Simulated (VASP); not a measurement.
# BaMn2Bi2 (I4/mmm) in VASP: single point with PBE

Aim: the single point of BaMn2Bi2 with PBE.

All numbers are computed with VASP 6.6.1; they aren't measurements. Logs are shortened: lines on timing, memory, paths and dates and some standing lists are left out, and cuts for length are marked.

### Step 1. The cell of the first run

Symmetry: I4/mmm, No. 139, tetragonal system. The conventional cell has a = 4.493 Å, b = 4.493 Å, c = 14.556 Å, α = 90.00°, β = 90.00°, γ = 90.00°. Within 3.9 Å of Bi (site symmetry 4mm) lie 4 Mn at 2.82 Å and 4 Ba at 3.72 Å and 1 Bi at 3.88 Å. Within 4.9 Å of Ba (site symmetry 4/mmm) lie 8 Bi at 3.72 Å and 8 Mn at 4.28 Å and 4 Ba at 4.49 Å. Mn (site symmetry -4m2) has 4 Bi at 2.82 Å and 4 Mn at 3.18 Å within 3.7 Å.

### Step 2. Single point, PBE

The input, INCAR:

```
SYSTEM = BaMn2Bi2
PREC     = Accurate       ! precision mode
ENCUT    = 520            ! plane-wave cutoff, eV
EDIFF    = 1E-6           ! SCF threshold, eV
ISMEAR   = -1             ! smearing method
SIGMA    = 0.05           ! smearing width, eV
LREAL    = .False.        ! projectors in reciprocal space
LASPH    = .True.         ! aspherical terms in the spheres
NELM     = 80             ! most SCF steps
ALGO     = Fast           ! electronic algorithm
ISIF     = 2              ! what is computed and relaxed
LWAVE    = .False.        ! write WAVECAR
LCHARG   = .False.        ! write CHGCAR
GGA      = PE             ! functional
NBANDS   = 41             ! bands
```

The input, KPOINTS:

```
regular mesh
0
Gamma
  8 8 8
  0 0 0
```

The input, POSCAR:

```
BaMn2Bi2
1.0
   -2.2462852742      2.2462852742      7.2781801451
    2.2462852742     -2.2462852742      7.2781801451
    2.2462852742      2.2462852742     -7.2781801451
Bi Ba Mn
2 1 2
Direct
    0.6332120000      0.6332120000      0.0000000000
    0.3667880000      0.3667880000      0.0000000000
    0.0000000000      0.0000000000      0.0000000000
    0.7500000000      0.2500000000      0.5000000000
    0.2500000000      0.7500000000      0.5000000000
```

Potentials or basis: VASP PAW PBE potentials, release 64 (Bi_d, Ba_sv, Mn_pv).

On the command line:

```sh
cat potpaw_PBE.64/Bi_d/POTCAR potpaw_PBE.64/Ba_sv/POTCAR potpaw_PBE.64/Mn_pv/POTCAR > POTCAR
mpirun -np 1 vasp_std > vasp.out
```

OUTCAR:

```text
SYSTEM = BaMn2Bi2
   PREC = Accurate
   ENCUT = 520
   EDIFF = 1E-6
   ISMEAR = -1
   LREAL = .False.
   LASPH = .True.
   NELM = 80
   ISIF = 2
   GGA = PE

 ion  position               nearest neighbor table
   1  0.633  0.633  0.000-   5 2.82   4 2.82   4 2.82   5 2.82   3 3.72   3 3.72   3 3.72   3 3.72
                             2 3.88
   2  0.367  0.367  0.000-   4 2.82   5 2.82   5 2.82   4 2.82   3 3.72   3 3.72   3 3.72   3 3.72
                             1 3.88
   3  0.000  0.000  0.000-   1 3.72   1 3.72   1 3.72   2 3.72   2 3.72   2 3.72   1 3.72   2 3.72

   4  0.750  0.250  0.500-   2 2.82   1 2.82   2 2.82   1 2.82
   5  0.250  0.750  0.500-   2 2.82   1 2.82   2 2.82   1 2.82

  LATTYP: Found a body centered tetragonal cell.
 ALAT       =     4.4925705484
 C/A-ratio  =     3.2400960950

  Lattice vectors:

 A1 = (  -2.2462852742,   2.2462852742,   7.2781801451)
 A2 = (   2.2462852742,  -2.2462852742,   7.2781801451)
 A3 = (   2.2462852742,   2.2462852742,  -7.2781801451)

Analysis of symmetry for initial positions (statically):
=====================================================================
 Subroutine PRICEL returns:
 Original cell was already a primitive cell.

 Routine SETGRP: Setting up the symmetry group for a
 body centered tetragonal supercell.

 Subroutine GETGRP returns: Found 16 space group operations
 (whereof 16 operations were pure point group operations)
 out of a pool of 16 trial point group operations.

The static configuration has the point symmetry D_4h.

Analysis of symmetry for dynamics (positions and initial velocities):
=====================================================================
 Subroutine PRICEL returns:
 Original cell was already a primitive cell.

 Routine SETGRP: Setting up the symmetry group for a
 body centered tetragonal supercell.

 Subroutine GETGRP returns: Found 16 space group operations
 (whereof 16 operations were pure point group operations)
 out of a pool of 16 trial point group operations.

The dynamic configuration has the point symmetry D_4h.

 Subroutine INISYM returns: Found 16 space group operations
 (whereof 16 operations are pure point group operations),
 and found     1 'primitive' translations

----------------------------------------------------------------------------------------

                                     Primitive cell

  volume of cell :     146.8969

  direct lattice vectors                    reciprocal lattice vectors
    -2.246285274  2.246285274  7.278180145     0.000000000  0.222589715  0.068698492
     2.246285274 -2.246285274  7.278180145     0.222589715  0.000000000  0.068698492
     2.246285274  2.246285274 -7.278180145     0.222589715  0.222589715  0.000000000

  length of vectors
     7.941253131  7.941253131  7.941253131     0.232949918  0.232949918  0.314789394

  position of ions in fractional coordinates (direct lattice)
     0.633212000  0.633212000  0.000000000
     0.366788000  0.366788000  0.000000000
     0.000000000  0.000000000  0.000000000
     0.750000000  0.250000000  0.500000000
     0.250000000  0.750000000  0.500000000

  ion indices of the primitive-cell ions
   primitive index   ion index
                 1           1
                 2           2
                 3           3
                 4           4
                 5           5

----------------------------------------------------------------------------------------

 KPOINTS: regular mesh

Automatic generation of k-mesh.
 Grid dimensions read from file:
 generate k-points for:    8    8    8

 Generating k-lattice:

  Cartesian coordinates                     Fractional coordinates (reciprocal lattice)
     0.000000000  0.027823714  0.008587311     0.125000000  0.000000000  0.000000000
     0.027823714  0.000000000  0.008587311     0.000000000  0.125000000  0.000000000
     0.027823714  0.027823714  0.000000000     0.000000000  0.000000000  0.125000000

  Length of vectors
     0.029118740  0.029118740  0.039348674

  Shift w.r.t. Gamma in fractional coordinates (k-lattice)
     0.000000000  0.000000000  0.000000000

 Subroutine IBZKPT returns following result:
 ===========================================

 Found     59 irreducible k-points:

 Following reciprocal coordinates:
            Coordinates               Weight
  0.000000  0.000000  0.000000      1.000000
  0.125000  0.000000  0.000000      8.000000
  0.250000  0.000000  0.000000      8.000000
  0.375000  0.000000 -0.000000      8.000000
  0.500000  0.000000  0.000000      4.000000
  0.125000  0.125000  0.000000      8.000000
[... 16 lines left out ...]
  0.250000  0.125000  0.125000     16.000000
  0.375000  0.125000  0.125000      8.000000
 [... further k-points ...]
   k-points           NKPTS =     59   k-points in BZ     NKDIM =     59   number of bands    NBANDS=     41
   number of dos      NEDOS =    301   number of ions     NIONS =      5
   total plane-waves  NPLWV = 216000
   dimension x,y,z NGX =    60 NGY =   60 NGZ =   60
   dimension x,y,z NGXF=   120 NGYF=  120 NGZF=  120
   ions per type =               2   1   2
   NGX,Y,Z   is equivalent  to a cutoff of  12.56, 12.56, 12.56 a.u.
   NGXF,Y,Z  is equivalent  to a cutoff of  25.12, 25.12, 25.12 a.u.
 SYSTEM =  BaMn2Bi2
   PREC   = accura    normal or accurate (medium, high low for compatibility)
   ISTART =      0    job   : 0-new  1-cont  2-samecut
   ICHARG =      2    charge: 1-file 2-atom 10-const
   ISPIN  =      1    spin polarized calculation?
   LNONCOLLINEAR =      F non collinear calculations
   LSORBIT =      F    spin-orbit coupling
   LASPH  =      T    aspherical Exc in radial PAW
   ENCUT  =  520.0 eV  38.22 Ry    6.18 a.u.  14.77 14.77 14.77*2*pi/ulx,y,z
   NELM   =     80;   NELMIN=  2; NELMDL= -5     # of ELM steps
   EDIFF  = 0.1E-05   stopping-criterion for ELM
   LREAL  =      F    real-space projection
   EDIFFG = 0.1E-04   stopping-criterion for IOM
   NSW    =      0    number of steps for IOM
   IBRION =     -1    ionic relax: 0-MD 1-quasi-New 2-CG
   NFREE  =      0    steps in history (QN), initial steepest desc. (CG)
   ISIF   =      2    stress and relaxation
   ISYM   =      2    0-nonsym 1-usesym 2-fastsym
   POTIM  = 0.5000    time-step for ionic-motion
   TEBEG  =    0.0;   TEEND  =   0.0 temperature during run
   PSTRESS=    0.0 pullay stress
   NELECT =      66.0000    total number of electrons
   NUPDOWN=      -1.0000    fix difference up-down
   EMIN   =  10.00;   EMAX   =-10.00  energy-range for DOS
   EFERMI =   0.00;   METHOD = LEGACY
   ISMEAR =    -1;   SIGMA  =   0.05  broadening in eV -4-tet -1-fermi 0-gaus
   EFERMI_NEDOS =   21; number of points for ismear=-14 and -15
   IALGO  =     68    algorithm
   IMIX   =      4    mixing-type and parameters
     AMIX     =   0.40;   BMIX     =  1.00
     AMIX_MAG =   1.60;   BMIX_MAG =  1.00
  volume/ion in A,a.u.               =      29.38       198.26
  Fermi-wavevector in a.u.,A,eV,Ry     =   1.253868  2.369468 21.390887  1.572186
  Thomas-Fermi vector in A             =   2.387701
   LORBIT       =      0    0 simple, 1 ext, 2 COOP (PROOUT), +10 PAW based schemes
   GGA     = PE    functional components
   LHFCALC =     F    Hartree Fock is set to
   AEXX    =    0.0000 exact exchange contribution
   IVDW    =     0    specifies the selected vdW correction
   LEPSILON=     F    determine dielectric tensor
   LRPA    =     F    only Hartree local field effects (RPA)
 non-spin polarized calculation
 RMM-DIIS sequential band-by-band and
  energy-cutoff  :      520.00
  volume of cell :      146.90
 maximum number of plane-waves:      3988
   NGX = 29   NGY = 29   NGZ = 29

 number of electron      65.9999981 magnetization

 Free energy of the ion-electron system (eV)
  ---------------------------------------------------
  ext. energy  EPLUGINS =         0.00000000
  ---------------------------------------------------
  free energy    TOTEN  =       -25.67042383 eV

  energy without entropy =      -25.55929782  energy(sigma->0) =      -25.61486082

 E-fermi :   5.2407     XC(G=0):  -9.7105

 val. band max:        5.2391521720   @ k =   0.2500   0.2500   0.0000
 cond. band min:       5.2407603570   @ k =  -0.3750  -0.3750   0.1250
 fundamental gap:      0.0016081850
 Fermi energy:         5.2407457537

 k-point     1 :       0.0000    0.0000    0.0000
  band No.  band energies     occupation
      1     -42.3577      2.00000
      2     -42.3577      2.00000
      3     -42.3315      2.00000
      4     -42.3315      2.00000
      5     -42.2486      2.00000
      6     -42.2434      2.00000
[... 33 lines left out ...]
     40       7.2283      0.00000
     41       8.4225      0.00000

 k-point     2 :       0.1250    0.0000    0.0000
  band No.  band energies     occupation
      1     -42.3568      2.00000
      2     -42.3567      2.00000
      3     -42.3326      2.00000
      4     -42.3325      2.00000
      5     -42.2484      2.00000
      6     -42.2435      2.00000
[... 33 lines left out ...]
     40       7.8603      0.00000
     41       9.2593      0.00000

 k-point     3 :       0.2500    0.0000    0.0000
  band No.  band energies     occupation
      1     -42.3540      2.00000
      2     -42.3539      2.00000
      3     -42.3355      2.00000
      4     -42.3354      2.00000
      5     -42.2478      2.00000
      6     -42.2441      2.00000
[... 33 lines left out ...]
     40       7.9333      0.00000
     41       8.4834      0.00000

 k-point     4 :       0.3750    0.0000   -0.0000
  band No.  band energies     occupation
      1     -42.3499      2.00000
      2     -42.3496      2.00000
      3     -42.3399      2.00000
      4     -42.3396      2.00000
      5     -42.2469      2.00000
      6     -42.2449      2.00000
[... 825 lines left out ...]
     40       7.9070      0.00000
     41       8.1884      0.00000

 k-point    23 :       0.2500    0.1250    0.1250
  band No.  band energies     occupation
      1     -42.3586      2.00000
      2     -42.3515      2.00000
      3     -42.3381      2.00000
      4     -42.3310      2.00000
      5     -42.2466      2.00000
      6     -42.2452      2.00000
[... 33 lines left out ...]
     40       7.9766      0.00000
     41       8.4658      0.00000

 k-point    24 :       0.3750    0.1250    0.1250
  band No.  band energies     occupation
      1     -42.3559      2.00000
      2     -42.3559      2.00000
      3     -42.3338      2.00000
      4     -42.3338      2.00000
      5     -42.2459      2.00000
      6     -42.2459      2.00000
[... 33 lines left out ...]
     40       7.9056      0.00000
     41       8.3764      0.00000

 [... further k-points ...]

------------------------ aborting loop because EDIFF is reached ----------------------------------------

  FORCE on cell =-STRESS in cart. coord.  units (eV):
  Direction    XX          YY          ZZ          XY          YZ          ZX
  --------------------------------------------------------------------------------------
  -------------------------------------------------------------------------------------
  Total       -7.3796398     -7.3796398     -6.3937163      0.0000000     -0.0000000      0.0000000
  in kB      -80.4883699    -80.4883699    -69.7350846      0.0000000     -0.0000000      0.0000000
  external PRESSURE =     -76.9039415 kB  Pullay stress =       0.0000000 kB

 VOLUME and BASIS-vectors are now :
 -----------------------------------------------------------------------------
  energy-cutoff  :      520.00
  volume of cell :      146.90
      direct lattice vectors                 reciprocal lattice vectors
    -2.246285274  2.246285274  7.278180145     0.000000000  0.222589715  0.068698492
     2.246285274 -2.246285274  7.278180145     0.222589715  0.000000000  0.068698492
     2.246285274  2.246285274 -7.278180145     0.222589715  0.222589715  0.000000000

 POSITION                                       TOTAL-FORCE (eV/Angst)
 -----------------------------------------------------------------------------------
      0.00000      0.00000      9.21726         0.000000      0.000000      1.430697
      0.00000      0.00000      5.33910        -0.000000     -0.000000     -1.430697
      0.00000      0.00000      0.00000         0.000000      0.000000      0.000000
      0.00000      2.24629      3.63909         0.000000      0.000000      0.000000
      2.24629      0.00000      3.63909         0.000000      0.000000      0.000000
 -----------------------------------------------------------------------------------
    total drift:                               -0.000000     -0.000000      0.000000

  FREE ENERGIE OF THE ION-ELECTRON SYSTEM (eV)
  ---------------------------------------------------
  free  energy   TOTEN  =       -25.6704238256 eV

  energy  without entropy=      -25.5592978244  energy(sigma->0) =      -25.61486082
```

Run time: 72 min. Hardware: 1 thread of AMD EPYC, shared host; peak memory 0.69 GiB.

Results:

```yaml
Free_energy: -25.6704 eV
Pressure: -7.7 GPa
Largest_force: 1.431 eV/Å
Band_gap_on_the_k_mesh: zero (bands 33 and 34 overlap by 0.50 eV)
```

Forces on the atoms (eV/Å):
```
Bi   0.000  0.000  1.431
Bi   0.000  0.000 -1.431
Ba   0.000  0.000  0.000
Mn   0.000  0.000  0.000
Mn   0.000  0.000  0.000
```

Stress tensor (GPa, compression positive):
```
-8.05  0.00  0.00
 0.00 -8.05  0.00
 0.00  0.00 -6.97
```

Levels at points of the mesh, in eV from the Fermi level:
| k point | band 30 | band 31 | band 32 | band 33 | band 34 | band 35 | band 36 | band 37 |
| --- | --- | --- | --- | --- | --- | --- | --- | --- |
| (0.00, 0.00, 0.00) | -0.48 | -0.22 | 0.21 | 0.21 | 0.27 | 0.35 | 0.69 | 1.36 |
| (0.50, 0.00, 0.00) | -0.45 | -0.42 | -0.37 | -0.22 | -0.22 | 0.36 | 0.69 | 0.84 |
| (0.50, 0.50, 0.00) | -0.83 | -0.79 | -0.68 | -0.16 | -0.07 | 0.10 | 0.10 | 0.78 |
| (0.50, 0.50, 0.50) | -0.60 | -0.51 | -0.01 | 0.27 | 0.34 | 0.34 | 0.69 | 0.83 |

Caveat: the cell stands under tension; spin-orbit coupling is left out, which moves the levels of the heavy elements; the run has no spin polarisation, though such a crystal can be magnetic; forces of over 1 eV/Å act on the atoms, so gaps and moduli don't describe the material at rest. Spin polarisation is off, so any magnetic state and its effect on volume and gap are missing.
